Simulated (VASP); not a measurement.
# Al2Cu (I4/mcm) in VASP: further runs

The runs below take Al2Cu through single point, relaxation of cell and atoms, with PBE+D3(BJ).

Everything below comes from runs of VASP 6.6.1. Logs are shortened: lines on timing, memory, paths and dates and some standing lists are left out, and cuts for length are marked.

## Step 1: The cell of the first run

The structure is tetragonal, space group I4/mcm (No. 140). The conventional cell has a = 5.998 Å, b = 5.998 Å, c = 4.785 Å, α = 90.00°, β = 90.00°, γ = 90.00°. Al (site symmetry m2m) has 4 Cu at 2.56 Å and 11 Al at 2.69 to 3.19 Å within 3.4 Å. Cu (site symmetry 422) has 2 Cu at 2.39 Å and 8 Al at 2.56 Å within 3.2 Å.

## Step 2: Single point, PBE+D3(BJ)

INCAR reads:

```
  PREC = Accurate
  ENCUT = 520
  EDIFF = 1E-6
  ISMEAR = 0
  SIGMA = 0.1
  LREAL = False
  LASPH = True
  NELM = 80
  ALGO = Normal
  ISIF = 2
  LWAVE = False
  LCHARG = False
  GGA = PE
  IVDW = 12
  NBANDS = 26
```

KPOINTS reads:

```
Automatic mesh
0
Gamma
  6 6 6
```

POSCAR reads:

```
Al2Cu
1.0
   -2.9988978300      2.9988978300      2.3927372900
    2.9988978300     -2.9988978300      2.3927372900
    2.9988978300      2.9988978300     -2.3927372900
Al Cu
4 2
Direct
    0.3413930800      0.1586069200      0.5000000000
    0.1586069200      0.6586069200      0.8172138400
    0.8413930800      0.3413930800      0.1827861600
    0.6586069200      0.8413930800      0.5000000000
    0.7500000000      0.7500000000      0.0000000000
    0.2500000000      0.2500000000      0.0000000000
```

Potentials or basis: VASP PAW PBE potentials, release 64 (Al, Cu).

On the command line:

```sh
$ cat potpaw_PBE.64/Al/POTCAR potpaw_PBE.64/Cu/POTCAR > POTCAR
$ mpirun -np 1 vasp_std > vasp.out
```

OUTCAR:

```text
PREC = Accurate
   ENCUT = 520
   EDIFF = 1E-6
   ISMEAR = 0
   LREAL = False
   LASPH = True
   NELM = 80
   ISIF = 2
   GGA = PE
   IVDW = 12
 IVDW          = 12

 ion  position               nearest neighbor table
   1  0.341  0.159  0.500-   5 2.56   6 2.56   6 2.56   5 2.56   4 2.69   4 2.85   4 2.85   2 3.06
                             3 3.06   2 3.06   3 3.06   2 3.19   3 3.19   3 3.19   2 3.19
   2  0.159  0.659  0.817-   5 2.56   6 2.56   5 2.56   6 2.56   3 2.69   3 2.85   3 2.85   1 3.06
                             4 3.06   4 3.06   1 3.06   1 3.19   4 3.19   1 3.19   4 3.19
   3  0.841  0.341  0.183-   5 2.56   6 2.56   5 2.56   6 2.56   2 2.69   2 2.85   2 2.85   1 3.06
                             4 3.06   4 3.06   1 3.06   1 3.19   4 3.19   4 3.19   1 3.19
   4  0.659  0.841  0.500-   6 2.56   5 2.56   5 2.56   6 2.56   1 2.69   1 2.85   1 2.85   2 3.06
                             3 3.06   2 3.06   3 3.06   2 3.19   3 3.19   2 3.19   3 3.19
   5  0.750  0.750  0.000-   6 2.39   6 2.39   2 2.56   3 2.56   2 2.56   3 2.56   4 2.56   1 2.56
                             4 2.56   1 2.56
   6  0.250  0.250  0.000-   5 2.39   5 2.39   2 2.56   3 2.56   2 2.56   3 2.56   1 2.56   1 2.56
                             4 2.56   4 2.56

  LATTYP: Found a body centered tetragonal cell.
 ALAT       =     5.9977956600
 C/A-ratio  =     0.7978722269

  Lattice vectors:

 A1 = (  -2.9988978300,   2.9988978300,   2.3927372900)
 A2 = (   2.9988978300,  -2.9988978300,   2.3927372900)
 A3 = (   2.9988978300,   2.9988978300,  -2.3927372900)

Analysis of symmetry for initial positions (statically):
=====================================================================
 Subroutine PRICEL returns:
 Original cell was already a primitive cell.

 Routine SETGRP: Setting up the symmetry group for a
 body centered tetragonal supercell.

 Subroutine GETGRP returns: Found 16 space group operations
 (whereof  8 operations were pure point group operations)
 out of a pool of 16 trial point group operations.

The static configuration has the point symmetry C_4h.
 The point group associated with its full space group is D_4h.

Analysis of symmetry for dynamics (positions and initial velocities):
=====================================================================
 Subroutine PRICEL returns:
 Original cell was already a primitive cell.

 Routine SETGRP: Setting up the symmetry group for a
 body centered tetragonal supercell.

 Subroutine GETGRP returns: Found 16 space group operations
 (whereof  8 operations were pure point group operations)
 out of a pool of 16 trial point group operations.

The dynamic configuration has the point symmetry C_4h.
 The point group associated with its full space group is D_4h.

 Subroutine INISYM returns: Found 16 space group operations
 (whereof  8 operations are pure point group operations),
 and found     1 'primitive' translations

----------------------------------------------------------------------------------------

                                     Primitive cell

  volume of cell :      86.0753

  direct lattice vectors                    reciprocal lattice vectors
    -2.998897830  2.998897830  2.392737290     0.000000000  0.166727921  0.208965691
     2.998897830 -2.998897830  2.392737290     0.166727921  0.000000000  0.208965691
     2.998897830  2.998897830 -2.392737290     0.166727921  0.166727921  0.000000000

  length of vectors
     4.869493621  4.869493621  4.869493621     0.267329122  0.267329122  0.235788887

  position of ions in fractional coordinates (direct lattice)
     0.341393080  0.158606920  0.500000000
     0.158606920  0.658606920  0.817213840
     0.841393080  0.341393080  0.182786160
     0.658606920  0.841393080  0.500000000
     0.750000000  0.750000000  0.000000000
     0.250000000  0.250000000  0.000000000

  ion indices of the primitive-cell ions
   primitive index   ion index
                 1           1
                 2           2
                 3           3
                 4           4
                 5           5
                 6           6

----------------------------------------------------------------------------------------

 KPOINTS: Automatic mesh

Automatic generation of k-mesh.
 Grid dimensions read from file:
 generate k-points for:    6    6    6

 Generating k-lattice:

  Cartesian coordinates                     Fractional coordinates (reciprocal lattice)
     0.000000000  0.027787987  0.034827615     0.166666667 -0.000000000  0.000000000
     0.027787987  0.000000000  0.034827615    -0.000000000  0.166666667  0.000000000
     0.027787987  0.027787987  0.000000000     0.000000000  0.000000000  0.166666667

  Length of vectors
     0.044554854  0.044554854  0.039298148

  Shift w.r.t. Gamma in fractional coordinates (k-lattice)
     0.000000000  0.000000000  0.000000000

 Subroutine IBZKPT returns following result:
 ===========================================

 Found     30 irreducible k-points:

 Following reciprocal coordinates:
            Coordinates               Weight
  0.000000  0.000000  0.000000      1.000000
  0.166667 -0.000000  0.000000      8.000000
  0.333333 -0.000000  0.000000      8.000000
  0.500000  0.000000  0.000000      4.000000
  0.166667  0.166667  0.000000      8.000000
  0.333333  0.166667 -0.000000     16.000000
[... 16 lines left out ...]
 -0.333333 -0.333333  0.166667      8.000000
 -0.166667 -0.333333  0.166667      8.000000
 [... further k-points ...]
   k-points           NKPTS =     30   k-points in BZ     NKDIM =     30   number of bands    NBANDS=     26
   number of dos      NEDOS =    301   number of ions     NIONS =      6
   total plane-waves  NPLWV =  46656
   dimension x,y,z NGX =    36 NGY =   36 NGZ =   36
   dimension x,y,z NGXF=    72 NGYF=   72 NGZF=   72
   ions per type =               4   2
   NGX,Y,Z   is equivalent  to a cutoff of  12.29, 12.29, 12.29 a.u.
   NGXF,Y,Z  is equivalent  to a cutoff of  24.58, 24.58, 24.58 a.u.
 SYSTEM =  unknown system
   PREC   = accura    normal or accurate (medium, high low for compatibility)
   ISTART =      0    job   : 0-new  1-cont  2-samecut
   ICHARG =      2    charge: 1-file 2-atom 10-const
   ISPIN  =      1    spin polarized calculation?
   LNONCOLLINEAR =      F non collinear calculations
   LSORBIT =      F    spin-orbit coupling
   LASPH  =      T    aspherical Exc in radial PAW
   ENCUT  =  520.0 eV  38.22 Ry    6.18 a.u.   9.05  9.05  9.05*2*pi/ulx,y,z
   NELM   =     80;   NELMIN=  2; NELMDL= -5     # of ELM steps
   EDIFF  = 0.1E-05   stopping-criterion for ELM
   LREAL  =      F    real-space projection
   EDIFFG = 0.1E-04   stopping-criterion for IOM
   NSW    =      0    number of steps for IOM
   IBRION =     -1    ionic relax: 0-MD 1-quasi-New 2-CG
   NFREE  =      0    steps in history (QN), initial steepest desc. (CG)
   ISIF   =      2    stress and relaxation
   ISYM   =      2    0-nonsym 1-usesym 2-fastsym
   POTIM  = 0.5000    time-step for ionic-motion
   TEBEG  =    0.0;   TEEND  =   0.0 temperature during run
   PSTRESS=    0.0 pullay stress
   NELECT =      34.0000    total number of electrons
   NUPDOWN=      -1.0000    fix difference up-down
   EMIN   =  10.00;   EMAX   =-10.00  energy-range for DOS
   EFERMI =   0.00;   METHOD = LEGACY
   ISMEAR =     0;   SIGMA  =   0.10  broadening in eV -4-tet -1-fermi 0-gaus
   EFERMI_NEDOS =   21; number of points for ismear=-14 and -15
   IALGO  =     38    algorithm
   IMIX   =      4    mixing-type and parameters
     AMIX     =   0.40;   BMIX     =  1.00
     AMIX_MAG =   1.60;   BMIX_MAG =  1.00
  volume/ion in A,a.u.               =      14.35        96.81
  Fermi-wavevector in a.u.,A,eV,Ry     =   1.201181  2.269902 19.630964  1.442835
  Thomas-Fermi vector in A             =   2.336997
   LORBIT       =      0    0 simple, 1 ext, 2 COOP (PROOUT), +10 PAW based schemes
   GGA     = PE    functional components
   LHFCALC =     F    Hartree Fock is set to
   AEXX    =    0.0000 exact exchange contribution
   IVDW    =    12    specifies the selected vdW correction
   LEPSILON=     F    determine dielectric tensor
   LRPA    =     F    only Hartree local field effects (RPA)
 non-spin polarized calculation
 Gauss-broadening in eV      SIGMA  =   0.10
  energy-cutoff  :      520.00
  volume of cell :       86.08
 maximum number of plane-waves:      2334
   NGX = 19   NGY = 19   NGZ = 19

 number of electron      34.0000017 magnetization

 Free energy of the ion-electron system (eV)
  ---------------------------------------------------
  ext. energy  EPLUGINS =         0.00000000
  ---------------------------------------------------
  free energy    TOTEN  =       -23.38185584 eV

  energy without entropy =      -23.36609675  energy(sigma->0) =      -23.37397629

 E-fermi :   8.3700     XC(G=0): -11.0174

 val. band max:        8.3553218456   @ k =  -0.3333   0.1667   0.0000
 cond. band min:       8.3709920464   @ k =   0.5000   0.3333   0.0000
 fundamental gap:      0.0156702008
 Fermi energy:         8.3699837251

 k-point     1 :       0.0000    0.0000    0.0000
  band No.  band energies     occupation
      1      -2.6193      2.00000
      2       2.9028      2.00000
      3       3.1110      2.00000
      4       3.1119      2.00000
      5       3.1119      2.00000
      6       4.0538      2.00000
[... 18 lines left out ...]
     25      13.7038      0.00000
     26      14.3047      0.00000

 k-point     2 :       0.1667   -0.0000    0.0000
  band No.  band energies     occupation
      1      -2.3203      2.00000
      2       2.8805      2.00000
      3       3.0058      2.00000
      4       3.0988      2.00000
      5       3.1790      2.00000
      6       3.9968      2.00000
[... 18 lines left out ...]
     25      14.0401      0.00000
[... 608 lines left out ...]
     25      15.1011      0.00000
     26      16.9430      0.00000

 k-point    24 :      -0.1667   -0.3333    0.1667
  band No.  band energies     occupation
      1      -0.8822      2.00000
      2       1.6401      2.00000
      3       2.5171      2.00000
      4       2.8606      2.00000
      5       3.4413      2.00000
      6       3.4921      2.00000
[... 18 lines left out ...]
     25      15.8719      0.00000
     26      15.9051      0.00000

 [... further k-points ...]

------------------------ aborting loop because EDIFF is reached ----------------------------------------

 Edisp (eV)   -2.49287

 E8    (eV) :    -1.0992

  FORCE on cell =-STRESS in cart. coord.  units (eV):
  Direction    XX          YY          ZZ          XY          YZ          ZX
  --------------------------------------------------------------------------------------
  -------------------------------------------------------------------------------------
  Total      -0.93436    -0.93436     1.12088     0.00000     0.00000     0.00000
  in kB     -17.39189   -17.39189    20.86365     0.00000     0.00000     0.00000
  external pressure =       -4.64 kB  Pullay stress =        0.00 kB

 VOLUME and BASIS-vectors are now :
 -----------------------------------------------------------------------------
  energy-cutoff  :      520.00
  volume of cell :       86.08
      direct lattice vectors                 reciprocal lattice vectors
    -2.998897830  2.998897830  2.392737290     0.000000000  0.166727921  0.208965691
     2.998897830 -2.998897830  2.392737290     0.166727921  0.000000000  0.208965691
     2.998897830  2.998897830 -2.392737290     0.166727921  0.166727921  0.000000000

 POSITION                                       TOTAL-FORCE (eV/Angst)
 -----------------------------------------------------------------------------------
      0.95129      2.04761      0.00000        -0.042189      0.042189      0.000000
      3.95019      0.95129     -0.00000        -0.042189     -0.042189     -0.000000
     -0.95129      2.04761      2.39274         0.042189      0.042189      0.000000
      2.04761      0.95129      2.39274         0.042189     -0.042189      0.000000
      0.00000      0.00000      3.58911        -0.000000     -0.000000     -0.000000
      0.00000      0.00000      1.19637        -0.000000     -0.000000     -0.000000
 -----------------------------------------------------------------------------------
    total drift:                                0.000000     -0.000000      0.000000

  FREE ENERGIE OF THE ION-ELECTRON SYSTEM (eV)
  ---------------------------------------------------
  free  energy   TOTEN  =       -25.8747221668 eV

  energy  without entropy=      -25.8589630758  energy(sigma->0) =      -25.86684262
```

It took 48 s on 1 thread of AMD EPYC 9R45 (Zen 5), shared host; peak memory 0.21 GiB.

What came out:

```yaml
Free_energy: -25.8747 eV
Pressure: -0.5 GPa
Largest_force: 0.060 eV/Å
Band_gap_on_the_k_mesh: zero (bands 17 and 18 overlap by 4.20 eV)
Dispersion_energy_per_atom: -0.415 eV
```

Forces on the atoms (eV/Å):
```
Al  -0.042  0.042  0.000
Al  -0.042 -0.042  0.000
Al   0.042  0.042  0.000
Al   0.042 -0.042  0.000
Cu   0.000  0.000  0.000
Cu   0.000  0.000  0.000
```

## Step 3: Single point, PBE+D3(BJ)

This run uses another cell than the first one, of 14.26 Å³/atom.

INCAR reads:

```
SYSTEM = Al2Cu
PREC     = Accurate       ! precision mode
ENCUT    = 520            ! plane-wave cutoff, eV
EDIFF    = 1E-6           ! SCF threshold, eV
ISMEAR   = 0              ! smearing method
SIGMA    = 0.1            ! smearing width, eV
LREAL    = .FALSE.        ! projectors in reciprocal space
LASPH    = .TRUE.         ! aspherical terms in the spheres
NELM     = 100            ! most SCF steps
ALGO     = Fast           ! electronic algorithm
ISIF     = 2              ! what is computed and relaxed
LWAVE    = .FALSE.        ! write WAVECAR
LCHARG   = .FALSE.        ! write CHGCAR
GGA      = PE             ! functional
IVDW     = 12             ! dispersion correction
NBANDS   = 26             ! bands
```

KPOINTS reads:

```
Automatic mesh
0
G
  10 10 10
  0 0 0
```

POSCAR reads:

```
Al2Cu
1.0
   -2.9817391720      2.9817391720      2.4052857081
    2.9817391720     -2.9817391720      2.4052857081
    2.9817391720      2.9817391720     -2.4052857081
Al Cu
4 2
Direct
    0.3417782896      0.1582217104      0.5000000000
    0.1582217104      0.6582217104      0.8164434208
    0.8417782896      0.3417782896      0.1835565792
    0.6582217104      0.8417782896      0.5000000000
    0.7500000000      0.7500000000      0.0000000000
    0.2500000000      0.2500000000      0.0000000000
```

Potentials or basis: VASP PAW PBE potentials, release 64 (Al, Cu).

On the command line:

```sh
$ cat potpaw_PBE.64/Al/POTCAR potpaw_PBE.64/Cu/POTCAR > POTCAR
$ mpirun -np 1 vasp_std > vasp.out
```

It took 2.7 min on 1 thread of AMD EPYC 9R45 (Zen 5), shared host; peak memory 0.32 GiB.

Results (log left out):

```
Free energy                : -25.8359 eV
Pressure                   : 0.2 GPa
Band gap on the k mesh     : zero (bands 17 and 18 overlap by 4.45 eV)
Dispersion energy per atom : -0.418 eV
```

Forces on the atoms (eV/Å):
```
Al  -0.002  0.002  0.000
Al  -0.002 -0.002  0.000
Al   0.002  0.002  0.000
Al   0.002 -0.002  0.000
Cu   0.000  0.000  0.000
Cu   0.000  0.000  0.000
```

Levels at points of the mesh, in eV from the Fermi level:
| k point | band 13 | band 14 | band 15 | band 16 | band 17 | band 18 | band 19 | band 20 | band 21 | band 22 |
| --- | --- | --- | --- | --- | --- | --- | --- | --- | --- | --- |
| (0.00, 0.00, 0.00) | -3.01 | -2.02 | -1.41 | -1.26 | -1.26 | -0.87 | -0.21 | 0.00 | 1.56 | 1.56 |
| (0.50, 0.00, 0.00) | -3.17 | -3.17 | -2.65 | -2.65 | 0.25 | 0.25 | 4.17 | 4.17 | 4.41 | 4.41 |
| (0.50, 0.50, 0.00) | -2.92 | -2.90 | -1.49 | -1.36 | -0.91 | -0.67 | 0.85 | 1.36 | 4.69 | 4.84 |
| (0.50, 0.50, 0.50) | -3.44 | -3.32 | -3.32 | -1.86 | 2.62 | 2.98 | 2.98 | 3.44 | 4.25 | 4.89 |

## Step 4: Relaxation of cell and atoms, PBE+D3(BJ)

INCAR reads:

```
SYSTEM = Al2Cu
PREC = Accurate
ENCUT = 600
EDIFF = 1E-6
ISMEAR = 0
SIGMA = 0.1
LREAL = .FALSE.
LASPH = .TRUE.
NELM = 100
ALGO = Fast
ISIF = 3
LWAVE = .FALSE.
LCHARG = .FALSE.
GGA = PE
IVDW = 12
IBRION = 2
NSW = 100
EDIFFG = -0.002
```

KPOINTS reads:

```
regular mesh
0
G
  10 10 10
  0 0 0
```

POSCAR reads:

```
Al2Cu
1.0
   -2.9988978300      2.9988978300      2.3927372900
    2.9988978300     -2.9988978300      2.3927372900
    2.9988978300      2.9988978300     -2.3927372900
Al Cu
4 2
Direct
    0.3413930800      0.1586069200      0.5000000000
    0.1586069200      0.6586069200      0.8172138400
    0.8413930800      0.3413930800      0.1827861600
    0.6586069200      0.8413930800      0.5000000000
    0.7500000000      0.7500000000      0.0000000000
    0.2500000000      0.2500000000      0.0000000000
```

On the command line:

```sh
$ cat potpaw_PBE.64/Al/POTCAR potpaw_PBE.64/Cu/POTCAR > POTCAR
$ mpirun -np 1 vasp_std > vasp.out
```

Wall time 24 min (1 thread of AMD EPYC 9R45 (Zen 5), shared host); peak memory 0.37 GiB.

Results (log left out):

```yaml
Free_energy: -25.8366 eV
Relaxed_volume: 14.28 Å³/atom
Relaxed_cell: a = 4.857 Å, b = 4.857 Å, c = 4.857 Å, α = 104.21°, β = 104.21°, γ = 120.59°
Space_group_after_relaxing_to_0.1_Å: I4/mcm (No. 140)
Energy_gained_by_relaxing: 0.7 meV/atom
Ionic_steps: 44
Pressure_after_relaxing: 0.0 GPa
Band_gap_on_the_k_mesh: zero (bands 17 and 18 overlap by 4.44 eV)
Dispersion_energy_per_atom: -0.417 eV
```

Step by step:
| step | energy change (eV) | largest force (eV/Å) | pressure (GPa) | volume (Å³) |
| --- | --- | --- | --- | --- |
| 1 | 0.0000 | 0.0608 | -0.45 | 86.08 |
| 3 | -0.0037 | 0.0008 | 0.48 | 85.36 |
| 5 | -0.0041 | 0.0117 | -0.14 | 85.75 |
| 7 | -0.0041 | 0.0091 | 0.03 | 85.71 |
| 9 | -0.0042 | 0.0043 | 0.05 | 85.66 |
| 11 | -0.0042 | 0.0049 | 0.09 | 85.66 |
| 13 | -0.0042 | 0.0054 | -0.02 | 85.67 |
| 15 | -0.0042 | 0.0047 | 0.01 | 85.66 |
| 17 | -0.0042 | 0.0047 | -0.04 | 85.66 |
| 19 | -0.0042 | 0.0047 | 0.04 | 85.66 |
| 21 | -0.0042 | 0.0045 | 0.07 | 85.66 |
| 23 | -0.0042 | 0.0042 | 0.04 | 85.66 |
| 25 | -0.0042 | 0.0039 | -0.02 | 85.68 |
| 27 | -0.0042 | 0.0039 | -0.02 | 85.68 |
| 29 | -0.0042 | 0.0038 | 0.04 | 85.68 |
| 31 | -0.0042 | 0.0038 | 0.11 | 85.68 |
| 33 | -0.0042 | 0.0038 | 0.06 | 85.68 |
| 35 | -0.0042 | 0.0036 | 0.01 | 85.69 |
| 37 | -0.0042 | 0.0028 | 0.03 | 85.69 |
| 39 | -0.0042 | 0.0007 | 0.09 | 85.68 |
| 41 | -0.0042 | 0.0010 | 0.02 | 85.69 |
| 43 | -0.0042 | 0.0008 | 0.02 | 85.69 |
| 44 | -0.0042 | 0.0007 | 0.01 | 85.69 |

Final structure:
```xyz
6
Lattice="-2.9833 2.9833 2.4069 2.9833 -2.9833 2.4069 2.9833 2.9833 -2.4069" Properties=species:S:1:pos:R:3 pbc="T T T"
Al    0.9440    2.0393    0.0000
Al    3.9273    0.9440    0.0000
Al   -0.9440    2.0393    2.4069
Al    2.0393    0.9440    2.4069
Cu    0.0000    0.0000    3.6103
Cu    0.0000    0.0000    1.2034
```

Levels at points of the mesh, in eV from the Fermi level:
```tsv
k point	band 15	band 16	band 17	band 18	band 19	band 20
(0.00, 0.00, 0.00)	-1.41	-1.25	-1.25	-0.87	-0.22	0.00
(0.50, 0.00, 0.00)	-2.65	-2.65	0.25	0.25	4.16	4.16
(0.50, 0.50, 0.00)	-1.48	-1.35	-0.92	-0.67	0.84	1.36
(0.50, 0.50, 0.50)	-3.31	-1.86	2.61	2.98	2.98	3.44
```

## Step 5: Summary

| task | cell | k mesh | cutoff (eV) | gap on the mesh (eV) | pressure (GPa) |
| --- | --- | --- | --- | --- | --- |
| single point | a = 4.869 Å, angles 104.0, 104.0, 121.1°, 6 atoms | 6 × 6 × 6 | 520 | none | -0.5 |
| single point | a = 4.855 Å, angles 104.2, 104.2, 120.6°, 6 atoms | 10 × 10 × 10 | 520 | none | 0.2 |
| relaxation of cell and atoms | relaxed from a = 4.869 Å, angles 104.0, 104.0, 121.1°, 6 atoms | 10 × 10 × 10 | 600 | none | 0.0 |

Alike in all rows: level PBE+D3(BJ); potentials or basis VASP PAW PBE potentials, release 64 (Al, Cu); no spin polarisation; smearing gaussian 0.1 eV.

Total energies depend on the potentials used, so only differences within one code and one set of settings carry meaning.
